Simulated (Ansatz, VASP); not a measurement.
Two plane-wave programs on Te2Mo

The input POSCAR:

```
Te2Mo
1.0
    3.5603917377      0.0000000000      0.0000000000
   -1.7801958688      3.0833896922      0.0000000000
    0.0000000000      0.0000000000     24.8112624000
Te Mo
4 2
Direct
    0.3333333333      0.6666666667      0.2236394800
    0.6666666667      0.3333333333      0.9206288600
    0.6666666667      0.3333333333      0.7763605200
    0.3333333333      0.6666666667      0.0793711400
    0.6666666667      0.3333333333      0.1515414900
    0.3333333333      0.6666666667      0.8484585100
```

The input INCAR.step1:

```
PREC = Accurate
ENCUT = 520
ISMEAR = -1
SIGMA = 0.05
LREAL = F
LASPH = T
NELM = 100
NBANDS = 35
GGA = PE
ALGO = Normal
EDIFF = 1E-4
LWAVE = T
LCHARG = F
```

INCAR.step2

```
PREC = Accurate
ENCUT = 520
EDIFF = 1E-7
ISMEAR = -1
SIGMA = 0.05
LREAL = F
LASPH = T
NELM = 100
ALGO = Normal
ISIF = 2
LWAVE = F
LCHARG = T
METAGGA = R2SCAN
LMIXTAU = T
LELF = T
LVHAR = T
NBANDS = 35
ISTART = 1
```

The input KPOINTS:

```
regular mesh
0
Gamma
  9 9 2
```

File input.yaml:

```yaml
crystal:
  lattice:
    - [3.5603917377, 0.0, 0.0]
    - [-1.7801958688, 3.0833896922, 0.0]
    - [0.0, 0.0, 24.8112624]
  atoms:
    - { symbol: Te, position: [0.3333333333, 0.6666666667, 0.22363948] }
    - { symbol: Te, position: [0.6666666667, 0.3333333333, 0.92062886] }
    - { symbol: Te, position: [0.6666666667, 0.3333333333, 0.77636052] }
    - { symbol: Te, position: [0.3333333333, 0.6666666667, 0.07937114] }
    - { symbol: Mo, position: [0.6666666667, 0.3333333333, 0.15154149] }
    - { symbol: Mo, position: [0.3333333333, 0.6666666667, 0.84845851] }
hamiltonian:
  xc: r2scan
  pseudopotentials: { kind: paw }
kpoints:
  mp_grid: { grid: [9, 9, 2] }
  band_path:
    path:
      - [[0.0, 0.0, 0.0], [0.5, 0.0, 0.0], [0.3333333333, 0.3333333333, 0.0], [0.0, 0.0, 0.0], [0.0, 0.0, 0.5], [0.5, 0.0, 0.5], [0.3333333333, 0.3333333333, 0.5], [0.0, 0.0, 0.5]]
      - [[0.5, 0.0, 0.5], [0.5, 0.0, 0.0]]
      - [[0.3333333333, 0.3333333333, 0.0], [0.3333333333, 0.3333333333, 0.5]]
    npoints: 14
scf:
  occupations: { method: fermi_dirac, width: 0.05 }
  n_extra_bands: 15
output:
  forces: true
  stress: true
  eigenvalues: true
  fatbands: true
  write_density: true
  write_potential: true
  elf: true
  volumetric_format: npy
```

Alike in both runs: functional r2SCAN; k mesh 9 × 9 × 2; occupations fermi-dirac, width 0.05 eV; no spin polarisation.

|  | VASP | Ansatz |
| --- | --- | --- |
| version | VASP 6.6.1 | Ansatz 0.2.0 |
| potentials or method | VASP PAW PBE potentials, release 64 (Te, Mo_sv) | Ansatz PAW |
| plane-wave cutoff (eV) | 520 | 500 |
| valence electrons in the cell | 52 | 92 |
| task | single point | band structure |

```csv
,VASP,Ansatz,Ansatz less VASP
gap on the k mesh at the Fermi level (eV),1.10,1.10,-0.002
least direct gap on the mesh (eV),1.10,1.10,-0.001
rms of the force components (eV/Å),0.019,0.008,-0.0113
```

VASP's potentials were made for PBE, not for r2SCAN. Atom by atom the forces differ by 0.012 eV/Å (rms over components). VASP's potentials hold 52 valence electrons a cell and Ansatz's 92, so a difference there can come from the potentials and not from the codes.

Neither program's run includes spin-orbit coupling.
